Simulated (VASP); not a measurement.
# O (P6_3/mmc) in VASP: electric field gradients with PBEsol

Aim: the electric field gradients of O with PBEsol.

All numbers are computed with VASP 6.6.1; they aren't measurements. Logs are shortened: lines on timing, memory, paths and dates and some standing lists are left out, and cuts for length are marked.

## Step 1: The cell of the first run

The structure is hexagonal, space group P6_3/mmc (No. 194). The conventional cell has a = 2.535 Å, b = 2.535 Å, c = 6.575 Å, α = 90.00°, β = 90.00°, γ = 120.00°. O (site symmetry 3m) has 1 O at 1.17 Å within 1.6 Å.

## Step 2: Electric field gradients, PBEsol (equal xx and yy strain of -1 %)

INCAR

```
SYSTEM = O
PREC = Accurate
ENCUT = 520
EDIFF = 1E-8
ISMEAR = -1
SIGMA = 0.03
LREAL = .FALSE.
LASPH = .TRUE.
NELM = 100
ALGO = Normal
ISIF = 2
LWAVE = .FALSE.
LCHARG = .FALSE.
GGA = PS
LEFG = .TRUE.
NBANDS = 20
```

KPOINTS

```
Automatic mesh
0
G
  13 13 5
  0 0 0
```

POSCAR

```
O
1.0
    2.5353895460      0.0000000000      0.0000000000
   -1.2676947730      2.1957117553      0.0000000000
    0.0000000000      0.0000000000      6.5750000000
O
4
Direct
    0.3333333333      0.6666666667      0.1610000000
    0.6666666667      0.3333333333      0.6610000000
    0.3333333333      0.6666666667      0.3390000000
    0.6666666667      0.3333333333      0.8390000000
```

Potentials or basis: VASP PAW PBE potentials, release 64 (O).

Command:

```bash
cat potpaw_PBE.64/O/POTCAR > POTCAR
mpirun -np 1 vasp_std > vasp.out
```

OUTCAR:

```text
SYSTEM = O
   PREC = Accurate
   ENCUT = 520
   EDIFF = 1E-8
   ISMEAR = -1
   LREAL = .FALSE.
   LASPH = .TRUE.
   NELM = 100
   ISIF = 2
   GGA = PS

 ion  position               nearest neighbor table
   1  0.333  0.667  0.161-   3 1.17
   2  0.667  0.333  0.661-   4 1.17
   3  0.333  0.667  0.339-   1 1.17
   4  0.667  0.333  0.839-   2 1.17

  LATTYP: Found a hexagonal cell.
 ALAT       =     2.5353895460
 C/A-ratio  =     2.5932898597

  Lattice vectors:

 A1 = (   2.5353895460,   0.0000000000,   0.0000000000)
 A2 = (  -1.2676947730,   2.1957117553,   0.0000000000)
 A3 = (   0.0000000000,   0.0000000000,   6.5750000000)

Analysis of symmetry for initial positions (statically):
=====================================================================
 Subroutine PRICEL returns:
 Original cell was already a primitive cell.

 Routine SETGRP: Setting up the symmetry group for a
 hexagonal supercell.

 Subroutine GETGRP returns: Found 24 space group operations
 (whereof 12 operations were pure point group operations)
 out of a pool of 24 trial point group operations.

The static configuration has the point symmetry D_3d.
 The point group associated with its full space group is D_6h.

Analysis of symmetry for dynamics (positions and initial velocities):
=====================================================================
 Subroutine PRICEL returns:
 Original cell was already a primitive cell.

 Routine SETGRP: Setting up the symmetry group for a
 hexagonal supercell.

 Subroutine GETGRP returns: Found 24 space group operations
 (whereof 12 operations were pure point group operations)
 out of a pool of 24 trial point group operations.

The dynamic configuration has the point symmetry D_3d.
 The point group associated with its full space group is D_6h.

 Subroutine INISYM returns: Found 24 space group operations
 (whereof 12 operations are pure point group operations),
 and found     1 'primitive' translations

----------------------------------------------------------------------------------------

                                     Primitive cell

  volume of cell :      36.6029

  direct lattice vectors                    reciprocal lattice vectors
     2.535389546  0.000000000  0.000000000     0.394416709  0.227716593  0.000000000
    -1.267694773  2.195711755  0.000000000     0.000000000  0.455433186  0.000000000
     0.000000000  0.000000000  6.575000000     0.000000000  0.000000000  0.152091255

  length of vectors
     2.535389546  2.535389546  6.575000000     0.455433186  0.455433186  0.152091255

  position of ions in fractional coordinates (direct lattice)
     0.333333333  0.666666667  0.161000000
     0.666666667  0.333333333  0.661000000
     0.333333333  0.666666667  0.339000000
     0.666666667  0.333333333  0.839000000

  ion indices of the primitive-cell ions
   primitive index   ion index
                 1           1
                 2           2
                 3           3
                 4           4

----------------------------------------------------------------------------------------

 KPOINTS: Automatic mesh

Automatic generation of k-mesh.
 Grid dimensions read from file:
 generate k-points for:   13   13    5

 Generating k-lattice:

  Cartesian coordinates                     Fractional coordinates (reciprocal lattice)
     0.030339747  0.017516661  0.000000000     0.076923077 -0.000000000  0.000000000
     0.000000000  0.035033322  0.000000000     0.000000000  0.076923077  0.000000000
     0.000000000  0.000000000  0.030418251     0.000000000  0.000000000  0.200000000

  Length of vectors
     0.035033322  0.035033322  0.030418251

[... 36 lines left out ...]
   number of dos      NEDOS =    301   number of ions     NIONS =      4
   total plane-waves  NPLWV =  20000
   dimension x,y,z NGX =    20 NGY =   20 NGZ =   50
   dimension x,y,z NGXF=    40 NGYF=   40 NGZF=  100
   ions per type =               4
   NGX,Y,Z   is equivalent  to a cutoff of  13.11, 13.11, 12.64 a.u.
   NGXF,Y,Z  is equivalent  to a cutoff of  26.23, 26.23, 25.28 a.u.
 SYSTEM =  O
   PREC   = accura    normal or accurate (medium, high low for compatibility)
   ISTART =      0    job   : 0-new  1-cont  2-samecut
   ICHARG =      2    charge: 1-file 2-atom 10-const
   ISPIN  =      1    spin polarized calculation?
   LNONCOLLINEAR =      F non collinear calculations
   LSORBIT =      F    spin-orbit coupling
   LASPH  =      T    aspherical Exc in radial PAW
   ENCUT  =  520.0 eV  38.22 Ry    6.18 a.u.   4.71  4.71 12.23*2*pi/ulx,y,z
   NELM   =    100;   NELMIN=  2; NELMDL= -5     # of ELM steps
   EDIFF  = 0.1E-07   stopping-criterion for ELM
   LREAL  =      F    real-space projection
   EDIFFG = 0.1E-06   stopping-criterion for IOM
   NSW    =      0    number of steps for IOM
   IBRION =     -1    ionic relax: 0-MD 1-quasi-New 2-CG
   NFREE  =      0    steps in history (QN), initial steepest desc. (CG)
   ISIF   =      2    stress and relaxation
   ISYM   =      2    0-nonsym 1-usesym 2-fastsym
   POTIM  = 0.5000    time-step for ionic-motion
   TEBEG  =    0.0;   TEEND  =   0.0 temperature during run
   PSTRESS=    0.0 pullay stress
   NELECT =      24.0000    total number of electrons
   NUPDOWN=      -1.0000    fix difference up-down
   EMIN   =  10.00;   EMAX   =-10.00  energy-range for DOS
   EFERMI =   0.00;   METHOD = LEGACY
   ISMEAR =    -1;   SIGMA  =   0.03  broadening in eV -4-tet -1-fermi 0-gaus
   EFERMI_NEDOS =   21; number of points for ismear=-14 and -15
   IALGO  =     38    algorithm
   IMIX   =      4    mixing-type and parameters
     AMIX     =   0.40;   BMIX     =  1.00
     AMIX_MAG =   1.60;   BMIX_MAG =  1.00
  volume/ion in A,a.u.               =       9.15        61.75
  Fermi-wavevector in a.u.,A,eV,Ry     =   1.422241  2.687647 27.521465  2.022771
  Thomas-Fermi vector in A             =   2.542966
   LORBIT       =      0    0 simple, 1 ext, 2 COOP (PROOUT), +10 PAW based schemes
   GGA     = PS    functional components
   LHFCALC =     F    Hartree Fock is set to
   AEXX    =    0.0000 exact exchange contribution
   IVDW    =     0    specifies the selected vdW correction
   LEPSILON=     F    determine dielectric tensor
   LRPA    =     F    only Hartree local field effects (RPA)
 non-spin polarized calculation
  energy-cutoff  :      520.00
  volume of cell :       36.60
 maximum number of plane-waves:       997
 NGX is ok and might be reduce to    20
   NGX =  9   NGY =  9   NGZ = 25

 number of electron      23.9999989 magnetization

 Free energy of the ion-electron system (eV)
  ---------------------------------------------------
  ext. energy  EPLUGINS =         0.00000000
  ---------------------------------------------------
  free energy    TOTEN  =       -19.94285010 eV

  energy without entropy =      -19.93447907  energy(sigma->0) =      -19.93866458

 E-fermi :   2.4956     XC(G=0): -10.9670

 val. band max:        2.4831722165   @ k =   0.2308  -0.0000   0.2000
 cond. band min:       2.4963226919   @ k =   0.3846   0.2308   0.0000
 fundamental gap:      0.0131504754
 Fermi energy:         2.4956046211

 k-point     1 :       0.0000    0.0000    0.0000
  band No.  band energies     occupation
      1     -26.5908      2.00000
      2     -26.4476      2.00000
      3     -13.5795      2.00000
      4     -11.6212      2.00000
      5      -7.7806      2.00000
      6      -4.6781      2.00000
[... 541 lines left out ...]
     19      18.1875      0.00000
     20      18.2495      0.00000

 [... further k-points ...]

------------------------ aborting loop because EDIFF is reached ----------------------------------------

  FORCE on cell =-STRESS in cart. coord.  units (eV):
  Direction    XX          YY          ZZ          XY          YZ          ZX
  --------------------------------------------------------------------------------------
  -------------------------------------------------------------------------------------
  Total       -1.0361112     -1.0361112     14.4721799      0.0000000      0.0000000     -0.0000000
  in kB      -45.3524920    -45.3524920    633.4739415      0.0000000      0.0000000     -0.0000000
  external PRESSURE =     180.9229858 kB  Pullay stress =       0.0000000 kB

 VOLUME and BASIS-vectors are now :
 -----------------------------------------------------------------------------
  energy-cutoff  :      520.00
  volume of cell :       36.60
      direct lattice vectors                 reciprocal lattice vectors
     2.535389546  0.000000000  0.000000000     0.394416709  0.227716593  0.000000000
    -1.267694773  2.195711755  0.000000000     0.000000000  0.455433186  0.000000000
     0.000000000  0.000000000  6.575000000     0.000000000  0.000000000  0.152091255

 POSITION                                       TOTAL-FORCE (eV/Angst)
 -----------------------------------------------------------------------------------
     -0.00000      1.46381      1.05858        -0.000000      0.000000     -4.586355
      1.26769      0.73190      4.34608         0.000000     -0.000000     -4.586355
     -0.00000      1.46381      2.22892        -0.000000      0.000000      4.586355
      1.26769      0.73190      5.51642         0.000000     -0.000000      4.586355
 -----------------------------------------------------------------------------------
    total drift:                               -0.000000      0.000000      0.000000

  FREE ENERGIE OF THE ION-ELECTRON SYSTEM (eV)
  ---------------------------------------------------
  free  energy   TOTEN  =       -19.9428500980 eV

  energy  without entropy=      -19.9344790713  energy(sigma->0) =      -19.93866458

 Electric field gradients (V/A^2)
---------------------------------------------------------------------
 ion       V_xx      V_yy      V_zz      V_xy      V_xz      V_yz
---------------------------------------------------------------------
   1     -55.387   -55.388   110.776    -0.001     0.000    -0.000
   2     -55.387   -55.388   110.776    -0.001    -0.000     0.000
   3     -55.387   -55.388   110.776    -0.001    -0.000     0.000
   4     -55.387   -55.388   110.776    -0.001     0.000    -0.000
---------------------------------------------------------------------

 Electric field gradients after diagonalization (V/A^2)
 (convention: |V_zz| > |V_xx| > |V_yy|)
----------------------------------------------------------------------
 ion       V_xx      V_yy      V_zz     asymmetry (V_yy - V_xx)/ V_zz
----------------------------------------------------------------------
   1     -55.389   -55.386   110.776       0.000
   2     -55.389   -55.386   110.776       0.000
   3     -55.389   -55.386   110.776       0.000
   4     -55.389   -55.386   110.776       0.000
----------------------------------------------------------------------

           NMR quadrupolar parameters

 Cq : quadrupolar parameter    Cq=e*Q*V_zz/h
 eta: asymmetry parameters     (V_yy - V_xx)/ V_zz
 Q  : nuclear electric quadrupole moment in mb (millibarn)
----------------------------------------------------------------------
 ion       Cq(MHz)       eta       Q (mb)
----------------------------------------------------------------------
   1       0.268       0.000       1.000
   2       0.268       0.000       1.000
   3       0.268       0.000       1.000
   4       0.268       0.000       1.000
----------------------------------------------------------------------
```

Run time: 66 s. Hardware: 1 thread of Intel Xeon 8259CL, shared host; peak memory 0.16 GiB.

What came out:

| Property | Result |
| --- | --- |
| Free energy | -19.9429 eV |
| Pressure | 18.1 GPa |
| Largest force | 4.586 eV/Å |
| Band gap on the k mesh | zero (bands 12 and 13 overlap by 2.08 eV) |
| Largest electric field gradient by atom | O +110.8 V/Å² |

Forces on the atoms (eV/Å):
```
O    0.000  0.000 -4.586
O    0.000  0.000 -4.586
O    0.000  0.000  4.586
O    0.000  0.000  4.586
```

Electric field gradients, principal values (V/Å²):
| atom | least | middle | greatest (by size) |
| --- | --- | --- | --- |
| 1 O | -55.386 | -55.389 | 110.776 |
| 2 O | -55.386 | -55.389 | 110.776 |
| 3 O | -55.386 | -55.389 | 110.776 |
| 4 O | -55.386 | -55.389 | 110.776 |

Caveat: the cell differs from its parent crystal (equal xx and yy strain of -1 %); the standard files for N, O and F lose accuracy on very short bonds; spin is off for a triplet molecule; the stress differs along the axes, from -5 to 63 GPa; this functional lacks dispersion, which holds the molecules together, so the pressure and a relaxed volume are unreliable; without QUAD_EFG the Cq values of the log hold for a quadrupole moment of 1 mb, not for the nuclei; the PAW data sets were made with another functional, which shifts forces and pressure a little.
